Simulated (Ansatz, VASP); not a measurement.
## One calculation of As, two programs

```xyz
1
Lattice="2.7050 0.0000 0.0000 0.0000 2.7050 0.0000 0.0000 0.0000 2.7050" Properties=species:S:1:pos:R:3 pbc="T T T"
As    0.0000    0.0000    0.0000
```

Alike in both runs: functional r2SCAN; k mesh 16 × 16 × 16; occupations gaussian, width 0.1 eV; no spin polarisation.

Ansatz relaxed the structure, and its values are those at the end. VASP's run is a single point on that final structure, the one shown.

|  | VASP | Ansatz |
| --- | --- | --- |
| version | VASP 6.6.1 | Ansatz 0.2.0 |
| potentials or method | VASP PAW PBE potentials, release 64 (As), cutoff 520 eV | scalar-relativistic, plane waves, PAW |
| valence electrons in the cell | 5 | 15 |

Ansatz gave:

- gap on the k mesh at the Fermi level (eV): none
- pressure (GPa): 0.0

Question: Which values does VASP return?

Answer: gap on the k mesh at the Fermi level (eV): none; pressure (GPa): -0.1.

VASP's potentials were made for PBE, not for r2SCAN. A gap of «none» marks a metal or a gap that the smearing closes. VASP's potentials hold 5 valence electrons a cell and Ansatz's 15, so a difference there can come from the potentials and not from the codes.
